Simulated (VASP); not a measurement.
# Pt: single point with BLYP

The system is Pt.

```xyz
1
Lattice="0.0000 1.9609 1.9609 1.9609 0.0000 1.9609 1.9609 1.9609 0.0000" Properties=species:S:1:pos:R:3 pbc="T T T"
Pt    0.0000    0.0000    0.0000
```

```
Program             : VASP 6.6.1
Task                : single point
Functional          : BLYP
Potentials or basis : VASP PAW PBE potentials, release 64 (Pt)
Cutoff              : 520 eV
k mesh              : 15 × 15 × 15
Occupations         : fermi-dirac, width 0.1 eV
Spin                : no spin polarisation
```

```json
{"Pressure": "27.4 GPa", "Band gap on the k mesh": "zero (band 5 reaches 12.31 eV, above the bottom of band 6 at 10.10 eV)"}
```

Levels at points of the mesh, in eV from the Fermi level:
```
           k point  band 3  band 4  band 5  band 6  band 7  band 8
(0.00, 0.00, 0.00)   -3.83   -3.83   -1.68   -1.68   14.92   19.73
```

It took 14 s on 1 thread of Intel(R) Xeon(R) 6975P-C (Granite Rapids), on a shared host, peak memory 0.15 GiB.

Caveat: the PAW data sets were made with another functional, which shifts forces and pressure a little; spin-orbit coupling is left out, which moves the levels of the heavy elements.
